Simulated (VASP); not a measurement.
Set up this calculation in VASP 6.6.1, as the native input.

| Property | Result |
| --- | --- |
| Task | single point |
| Functional | PBE |
| Potentials or basis | VASP PAW PBE potentials, release 64 (Pb_d, Te) |
| Cutoff | 520 eV |
| k mesh | 7 × 7 × 7 |
| Occupations | fermi-dirac, width 0.05 eV |
| Spin | no spin polarisation |
| Dipole correction | no |
| Further INCAR settings | ALGO = Normal; EDIFF = 1e-07; NBANDS = 17 |

The structure of TePb lies in POSCAR:

```
TePb
1.0
    0.0000000000      3.2856218016      3.2856218016
    3.2856218016      0.0000000000      3.2856218016
    3.2856218016      3.2856218016      0.0000000000
Pb Te
1 1
Direct
    0.0000000000      0.0000000000      0.0000000000
    0.5000000000      0.5000000000      0.5000000000
```

These files were run (other wordings do the same):

INCAR

```
PREC     = Accurate       # precision mode
ENCUT    = 520            # plane-wave cutoff, eV
EDIFF    = 1E-7           # SCF threshold, eV
ISMEAR   = -1             # smearing method
SIGMA    = 0.05           # smearing width, eV
LREAL    = False          # projectors in reciprocal space
LASPH    = True           # aspherical terms in the spheres
NELM     = 100            # most SCF steps
ALGO     = Normal         # electronic algorithm
ISIF     = 2              # what is computed and relaxed
LWAVE    = False          # write WAVECAR
LCHARG   = False          # write CHGCAR
GGA      = PE             # functional
NBANDS   = 17             # bands
```

KPOINTS

```
regular mesh
0
Gamma
  7 7 7
```

Potentials or basis: VASP PAW PBE potentials, release 64 (Pb_d, Te).

Command:

```bash
$ cat potpaw_PBE.64/Pb_d/POTCAR potpaw_PBE.64/Te/POTCAR > POTCAR
$ mpirun -np 1 vasp_std > vasp.out
```

Results of the run:

```json
{
 "Pressure": "-0.1 GPa"
}
```

It took 18 s on 1 thread of AMD EPYC 9R45 96-Core Processor (Zen 5), with other jobs on the host, peak memory 0.18 GiB.
